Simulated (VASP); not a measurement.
# GaN (P1) in VASP: single point with HSE06

Aim: the single point of GaN with HSE06.

All numbers are computed with VASP 6.6.1; they aren't measurements. Logs are shortened: lines on timing, memory, paths and dates and some standing lists are left out, and cuts for length are marked.

## 1. The cell of the first run

The typed cell holds 32 atoms: a = 6.378 Å, b = 6.378 Å, c = 10.385 Å, α = 90.00°, β = 90.00°, γ = 120.00°.

## 2. Single point, HSE06

File POSCAR:

```
GaN
1.0
    6.3778600000      0.0000000000      0.0000000000
   -3.1889300000      5.5233900000      0.0000000000
    0.0000000000      0.0000000000     10.3847140000
Ga N
16 16
Direct
    0.3479980000      0.1625090000      0.2510630000
    0.1675850000      0.3385710000      0.4941410000
    0.3276470000      0.1693130000      0.7474330000
    0.1466110000      0.3408010000      0.9980330000
    0.3236910000      0.6757200000      0.2446670000
    0.1653710000      0.8334540000      0.5003850000
    0.3421180000      0.6597250000      0.7487210000
    0.1530750000      0.8342290000      0.9927620000
    0.8258480000      0.1685180000      0.2407960000
    0.6675610000      0.3214970000      0.4995040000
    0.8321450000      0.1595220000      0.7501430000
    0.6721370000      0.3321560000      0.9973360000
    0.8257620000      0.6664640000      0.2465640000
    0.6598670000      0.8317120000      0.5019750000
    0.8367530000      0.6644250000      0.7494980000
    0.6644850000      0.8304640000      0.9970200000
    0.3307320000      0.1619540000      0.4338190000
    0.1613740000      0.3301200000      0.1868530000
    0.3286710000      0.1683500000      0.9388440000
    0.1669980000      0.3279750000      0.6886960000
    0.3317870000      0.6696950000      0.4239580000
    0.1652000000      0.8315180000      0.1857870000
    0.3226190000      0.6806990000      0.9401770000
    0.1657850000      0.8335840000      0.6818560000
    0.8254430000      0.1769830000      0.4414180000
    0.6625570000      0.3204830000      0.1843820000
    0.8374830000      0.1639570000      0.9407730000
    0.6638140000      0.3428000000      0.6863620000
    0.8187450000      0.6655740000      0.4368680000
    0.6649300000      0.8376530000      0.1823570000
    0.8352080000      0.6793310000      0.9416350000
    0.6713870000      0.8361900000      0.6856650000
```

File INCAR.step1:

```
SYSTEM = GaN
  PREC = Accurate
  ENCUT = 520
  EDIFF = 1E-5
  ISMEAR = 0
  SIGMA = 0.01
  LREAL = Auto
  LASPH = .TRUE.
  NELM = 120
  ALGO = Normal
  ISIF = 2
  LWAVE = .TRUE.
  LCHARG = .FALSE.
  NBANDS = 166
  GGA = PE
  GGA_COMPAT = .FALSE.
```

File INCAR.step2:

```
SYSTEM = GaN
  PREC = Accurate
  ENCUT = 520
  EDIFF = 1E-6
  ISMEAR = 0
  SIGMA = 0.01
  LREAL = Auto
  LASPH = .TRUE.
  NELM = 120
  ALGO = Normal
  ISIF = 2
  LWAVE = .FALSE.
  LCHARG = .FALSE.
  GGA = PE
  LHFCALC = .TRUE.
  HFSCREEN = 0.2079
  PRECFOCK = Fast
  NBANDS = 166
  ISTART = 1
  GGA_COMPAT = .FALSE.
```

File KPOINTS:

```
Automatic mesh
0
G
  1 1 1
  0 0 0
```

Potentials or basis: VASP PAW PBE potentials, release 64 (Ga_d, N).

The run is started by

```bash
$ cat potpaw_PBE.64/Ga_d/POTCAR potpaw_PBE.64/N/POTCAR > POTCAR
$ cp INCAR.step1 INCAR
$ mpirun -np 1 vasp_gam > vasp.out
$ cp INCAR.step2 INCAR
$ mpirun -np 1 vasp_gam > vasp.out
```

OUTCAR:

```text
SYSTEM = GaN
   PREC = Accurate
   ENCUT = 520
   EDIFF = 1E-6
   ISMEAR = 0
   LREAL = Auto
   LASPH = .TRUE.
   NELM = 120
   ISIF = 2
   GGA = PE
   LHFCALC = .TRUE.
   HFSCREEN = 0.2079
   PRECFOCK = Fast
   ISTART = 1

 ion  position               nearest neighbor table
   1  0.348  0.163  0.251-  26 1.87  17 1.90  22 1.95  18 2.07
   2  0.168  0.339  0.494-  25 1.97  21 1.97  17 1.98  20 2.02
   3  0.328  0.169  0.747-  20 1.87  28 1.96  24 1.98  19 1.99
   4  0.147  0.341  0.998-  27 1.81  18 1.97  23 1.97  19 2.05
   5  0.324  0.676  0.245-  22 1.84  21 1.86  30 1.99  18 2.00
   6  0.165  0.833  0.500-  24 1.88  17 1.94  21 1.99  29 2.03
[... 24 lines left out ...]
  31  0.835  0.679  0.942-   8 1.83  16 1.87  15 2.00  12 2.00
  32  0.671  0.836  0.686-  11 1.91  14 1.91   7 1.93  15 1.98

  LATTYP: Found a hexagonal cell.
 ALAT       =     6.3778600000
 C/A-ratio  =     1.6282442700

  Lattice vectors:

 A1 = (   6.3778600000,   0.0000000000,   0.0000000000)
 A2 = (  -3.1889300000,   5.5233900000,   0.0000000000)
 A3 = (   0.0000000000,   0.0000000000,  10.3847140000)

Analysis of symmetry for initial positions (statically):
=====================================================================
 Subroutine PRICEL returns:
 Original cell was already a primitive cell.

 Routine SETGRP: Setting up the symmetry group for a
 hexagonal supercell.

 Subroutine GETGRP returns: Found  1 space group operations
 (whereof  1 operations were pure point group operations)
 out of a pool of 24 trial point group operations.

The static configuration has the point symmetry C_1 .

Analysis of symmetry for dynamics (positions and initial velocities):
=====================================================================
 Subroutine PRICEL returns:
 Original cell was already a primitive cell.

 Routine SETGRP: Setting up the symmetry group for a
 hexagonal supercell.

 Subroutine GETGRP returns: Found  1 space group operations
 (whereof  1 operations were pure point group operations)
 out of a pool of 24 trial point group operations.

The dynamic configuration has the point symmetry C_1 .

 Subroutine INISYM returns: Found  1 space group operations
 (whereof  1 operations are pure point group operations),
 and found     1 'primitive' translations

----------------------------------------------------------------------------------------

                                     Primitive cell

  volume of cell :     365.8266

  direct lattice vectors                    reciprocal lattice vectors
     6.377860000  0.000000000  0.000000000     0.156792404  0.090524117  0.000000000
    -3.188930000  5.523390000  0.000000000     0.000000000  0.181048233  0.000000000
     0.000000000  0.000000000 10.384714000     0.000000000  0.000000000  0.096295382

  length of vectors
     6.377860000  6.377861055 10.384714000     0.181048263  0.181048233  0.096295382

  position of ions in fractional coordinates (direct lattice)
     0.347998000  0.162509000  0.251063000
     0.167585000  0.338571000  0.494141000
     0.327647000  0.169313000  0.747433000
     0.146611000  0.340801000  0.998033000
     0.323691000  0.675720000  0.244667000
     0.165371000  0.833454000  0.500385000
[... 24 lines left out ...]
     0.835208000  0.679331000  0.941635000
     0.671387000  0.836190000  0.685665000

  ion indices of the primitive-cell ions
   primitive index   ion index
                 1           1
                 2           2
                 3           3
                 4           4
                 5           5
                 6           6
[... 24 lines left out ...]
                31          31
                32          32

----------------------------------------------------------------------------------------

 KPOINTS: Automatic mesh

Automatic generation of k-mesh.
 Grid dimensions read from file:
 generate k-points for:    1    1    1

 Generating k-lattice:

  Cartesian coordinates                     Fractional coordinates (reciprocal lattice)
     0.156792404  0.090524117  0.000000000     1.000000000  0.000000000  0.000000000
     0.000000000  0.181048233  0.000000000     0.000000000  1.000000000  0.000000000
     0.000000000  0.000000000  0.096295382     0.000000000  0.000000000  1.000000000

  Length of vectors
     0.181048263  0.181048233  0.096295382

  Shift w.r.t. Gamma in fractional coordinates (k-lattice)
     0.000000000  0.000000000  0.000000000

 Subroutine IBZKPT returns following result:
 ===========================================

 Found      1 irreducible k-points:

 Following reciprocal coordinates:
            Coordinates               Weight
  0.000000  0.000000  0.000000      1.000000
   k-points           NKPTS =      1   k-points in BZ     NKDIM =      1   number of bands    NBANDS=    166
   number of dos      NEDOS =    301   number of ions     NIONS =     32
   total plane-waves  NPLWV = 184320
   dimension x,y,z NGX =    48 NGY =   48 NGZ =   80
   dimension x,y,z NGXF=    96 NGYF=   96 NGZF=  160
   ions per type =              16  16
   NGX,Y,Z   is equivalent  to a cutoff of  12.51, 12.51, 12.81 a.u.
   NGXF,Y,Z  is equivalent  to a cutoff of  25.02, 25.02, 25.61 a.u.
 SYSTEM =  GaN
   PREC   = accura    normal or accurate (medium, high low for compatibility)
   ISTART =      1    job   : 0-new  1-cont  2-samecut
   ICHARG =      0    charge: 1-file 2-atom 10-const
   ISPIN  =      1    spin polarized calculation?
   LNONCOLLINEAR =      F non collinear calculations
   LSORBIT =      F    spin-orbit coupling
   LASPH  =      T    aspherical Exc in radial PAW
   ENCUT  =  520.0 eV  38.22 Ry    6.18 a.u.  11.86 11.86 19.31*2*pi/ulx,y,z
   NELM   =    120;   NELMIN=  2; NELMDL=  0     # of ELM steps
   EDIFF  = 0.1E-05   stopping-criterion for ELM
   LREAL  =      T    real-space projection
   EDIFFG = 0.1E-04   stopping-criterion for IOM
   NSW    =      0    number of steps for IOM
   IBRION =     -1    ionic relax: 0-MD 1-quasi-New 2-CG
   NFREE  =      0    steps in history (QN), initial steepest desc. (CG)
   ISIF   =      2    stress and relaxation
   ISYM   =      3    0-nonsym 1-usesym 2-fastsym
   POTIM  = 0.5000    time-step for ionic-motion
   TEBEG  =    0.0;   TEEND  =   0.0 temperature during run
   PSTRESS=    0.0 pullay stress
   NELECT =     288.0000    total number of electrons
   NUPDOWN=      -1.0000    fix difference up-down
   EMIN   =  10.00;   EMAX   =-10.00  energy-range for DOS
   EFERMI =   0.00;   METHOD = LEGACY
   ISMEAR =     0;   SIGMA  =   0.01  broadening in eV -4-tet -1-fermi 0-gaus
   EFERMI_NEDOS =   21; number of points for ismear=-14 and -15
   IALGO  =     38    algorithm
   IMIX   =      1    mixing-type and parameters
     AMIX     =   0.40;   BMIX     =  1.00
     AMIX_MAG =   1.60;   BMIX_MAG =  1.00
  volume/ion in A,a.u.               =      11.43        77.15
  Fermi-wavevector in a.u.,A,eV,Ry     =   1.511636  2.856578 31.089906  2.285044
  Thomas-Fermi vector in A             =   2.621667
   LORBIT       =      0    0 simple, 1 ext, 2 COOP (PROOUT), +10 PAW based schemes
   GGA     = PE    functional components
   LHFCALC =     T    Hartree Fock is set to
   PRECFOCK=fast      Normal, Fast or Accurate (Low or Medium for compatibility)
   ENCUT4O =  -1.0   cutoff for four orbital integrals eV
   NKREDX  =     1    reduce k-point grid by
   NKREDY  =     1    reduce k-point grid by
   NKREDZ  =     1    reduce k-point grid by
   AEXX    =    0.2500 exact exchange contribution
   HFSCREEN=    0.2079 screening length (either q_TF or 0.3 A-1)
   HFSCREENC=   0.2079 screening length for correlation (either q_TF or 0.3 A-1)
   ENCUTFOCK=  -1.0 apply spherical cutoff to Coloumb kernel
   IVDW    =     0    specifies the selected vdW correction
   LEPSILON=     F    determine dielectric tensor
   LRPA    =     F    only Hartree local field effects (RPA)
 non-spin polarized calculation
 Gauss-broadening in eV      SIGMA  =   0.01
  energy-cutoff  :      520.00
  volume of cell :      365.83
 maximum number of plane-waves:      4943
 NGX is ok and might be reduce to    48
  NGX = 24; NGY = 24; NGZ = 40

 number of electron     288.0000002 magnetization

 Free energy of the ion-electron system (eV)
  ---------------------------------------------------
  ext. energy  EPLUGINS =         0.00000000
  ---------------------------------------------------
  free energy    TOTEN  =      -223.51449158 eV

  energy without entropy =     -223.51449158  energy(sigma->0) =     -223.51449158

 E-fermi :   4.8715     XC(G=0):  -9.5038

 val. band max:        4.8197490936   @ k =   0.0000   0.0000   0.0000
 cond. band min:       7.8952131079   @ k =   0.0000   0.0000   0.0000
 fundamental gap:      3.0754640143
 Fermi energy:         4.8715497866

 k-point     1 :       0.0000    0.0000    0.0000
  band No.  band energies     occupation
      1     -13.0418      2.00000
      2     -12.7476      2.00000
      3     -12.6895      2.00000
      4     -12.6542      2.00000
      5     -12.5715      2.00000
      6     -12.3901      2.00000
[... 148 lines left out ...]
    155      10.9446      0.00000
    156      11.0090      0.00000
 [bands above 156 left out]

------------------------ aborting loop because EDIFF is reached ----------------------------------------

  FORCE on cell =-STRESS in cart. coord.  units (eV):
  Direction    XX          YY          ZZ          XY          YZ          ZX
  --------------------------------------------------------------------------------------
  -------------------------------------------------------------------------------------
  Total       15.7705087      9.3370850    -12.6137581     -2.3345535      1.1376014     -0.3312177
  in kB       69.0686635     40.8927825    -55.2433298    -10.2244318      4.9822496     -1.4506038
  external PRESSURE =      18.2393721 kB  Pullay stress =       0.0000000 kB

 VOLUME and BASIS-vectors are now :
 -----------------------------------------------------------------------------
  energy-cutoff  :      520.00
  volume of cell :      365.83
      direct lattice vectors                 reciprocal lattice vectors
     6.377860000  0.000000000  0.000000000     0.156792404  0.090524117  0.000000000
    -3.188930000  5.523390000  0.000000000     0.000000000  0.181048233  0.000000000
     0.000000000  0.000000000 10.384714000     0.000000000  0.000000000  0.096295382

 POSITION                                       TOTAL-FORCE (eV/Angst)
 -----------------------------------------------------------------------------------
      1.70125      0.89760      2.60722        -2.403073     -0.143340     -0.631000
     -0.01085      1.87006      5.13151        -0.029233     -0.324453     -0.169241
      1.54976      0.93518      7.76188         1.189934     -0.596759      0.829757
     -0.15173      1.88238     10.36429         3.138032      0.417389      1.188527
     -0.09037      3.73227      2.54080         1.550578     -1.404327     -0.579986
     -1.60311      4.60349      5.19636        -0.608767     -0.385350     -1.108678
[... 24 lines left out ...]
      3.16050      3.75221      9.77861        -0.456258     -2.014769     -1.326476
      1.61546      4.61860      7.12043        -0.235148     -0.428894      0.584260
 -----------------------------------------------------------------------------------
    total drift:                                0.005219      0.008282     -0.002045

  FREE ENERGIE OF THE ION-ELECTRON SYSTEM (eV)
  ---------------------------------------------------
  free  energy   TOTEN  =      -223.5144915751 eV

  energy  without entropy=     -223.5144915751  energy(sigma->0) =     -223.51449158
```

Wall time 31 min (1 thread of AMD EPYC 7R43 (Zen 3), shared host); peak memory 0.51 GiB.

What came out:

- Free energy: -223.5145 eV
- Pressure: 1.8 GPa
- Largest force: 3.381 eV/Å
- Band gap on the k mesh: 3.08 eV

Forces in eV/Å, atoms in the order of the input:
```
Ga  -2.403 -0.143 -0.631
Ga  -0.029 -0.324 -0.169
Ga   1.190 -0.597  0.830
Ga   3.138  0.417  1.189
Ga   1.551 -1.404 -0.580
Ga  -0.609 -0.385 -1.109
Ga  -1.408  0.650  0.413
Ga   0.970  1.690  1.549
Ga   1.855 -0.504  1.446
Ga  -2.508  2.042  0.545
Ga  -0.566  0.985 -0.089
Ga  -1.584 -0.203 -0.029
Ga   0.214  0.255  0.590
Ga   0.115  0.256 -1.264
Ga  -0.040  0.395 -0.138
Ga  -1.152  0.232  0.826
N   -0.018  0.231  0.633
N    0.214  0.456 -0.075
N    0.047  0.827 -0.719
N   -0.866  0.674 -0.781
N    0.006 -0.066  2.093
N   -1.358  0.369 -0.569
N    1.450 -1.148 -1.226
N    0.636 -0.328  0.848
N    2.512 -1.579 -1.048
N   -0.493  1.758 -0.616
N   -1.650 -0.361 -1.528
N    0.731 -1.080  0.464
N    0.827 -0.125 -0.197
N   -0.080 -0.544  0.084
N   -0.456 -2.015 -1.326
N   -0.235 -0.429  0.584
```

Levels at points of the mesh, in eV from the valence-band top:
| k point | band 140 | band 141 | band 142 | band 143 | band 144 | band 145 | band 146 | band 147 | band 148 | band 149 |
| --- | --- | --- | --- | --- | --- | --- | --- | --- | --- | --- |
| (0.00, 0.00, 0.00) | -0.73 | -0.65 | -0.17 | -0.11 | 0.00 | 3.08 | 5.22 | 5.32 | 5.34 | 5.36 |

Caveat: the k points lie up to 1.14 Å⁻¹ apart; the PAW data sets were made with another functional, which shifts forces and pressure a little; an odd mesh through Γ misses points on the zone boundary, where band edges can lie.
